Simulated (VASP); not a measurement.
The system is LiF.

```
Li F
1.0
     2.02409   -1.50627    0.00000
     2.02409    1.50627    0.00000
    -1.50711    0.00000    4.33022
Li F
2 2
Cartesian
  1.6823 0.5005 2.7993
  2.4359 -0.5005 0.6342
  0.1052 0.5005 3.6960
  0.8588 -0.5005 1.5309
```

The cell was generated, and may not be a known phase.

```yaml
Program: VASP 6.6.1
Task: relaxation of cell and atoms
Functional: PBE
Potentials_or_basis: VASP PAW PBE potentials, release 64 (Li_sv, F_h)
Cutoff: 910 eV
k_mesh: 8 × 8 × 4
Occupations: gaussian, width 0.1 eV
Spin: no spin polarisation
```

At the start: pressure 33.7 GPa; volume 6.60 Å³/atom.

Task: How do energy, volume and symmetry change on relaxing?

Result: Over 18 steps the energy falls by 207.8 meV/atom and the volume is 7.69 Å³/atom (+16.6 %); space group Cc (No. 9, to 0.1 Å) before, C2/m (No. 12, to 0.1 Å).

Step by step:
```csv
step,energy change (eV),largest force (eV/Å),pressure (GPa),volume (Å³)
1,0.0000,0.4416,33.72,26.40
2,-0.6065,0.1993,0.97,32.07
3,-0.6091,0.1881,-1.19,32.57
4,-0.6091,0.1910,-0.62,32.44
5,-0.6366,0.2017,-0.63,32.38
6,-0.6771,0.2272,-1.18,32.16
7,-0.6993,0.2238,0.26,31.68
8,-0.7321,0.2779,4.74,30.24
9,-0.7439,0.2759,4.09,30.30
10,-0.7724,0.2703,2.22,30.46
11,-0.7908,0.2396,-0.98,30.77
12,-0.7919,0.2504,-0.30,30.69
13,-0.8051,0.2136,-0.18,30.69
14,-0.8234,0.1193,0.39,30.69
15,-0.8234,0.1154,0.43,30.69
16,-0.8269,0.0905,0.02,30.79
17,-0.8299,0.0429,-0.86,31.00
18,-0.8311,0.0340,0.25,30.78
```

Final structure:
```
Li F
1.0
     2.30374   -1.45767    0.02882
     2.30374    1.45767    0.02882
    -1.64443    0.00000    4.56223
Li F
2 2
Direct
  0.37870 0.86986 0.62374
  0.86986 0.37870 0.12374
  0.12291 0.62853 0.87626
  0.62853 0.12291 0.37626
```

Caveat: the volume moved by over 15 % at a fixed basis, so the end points are rough.
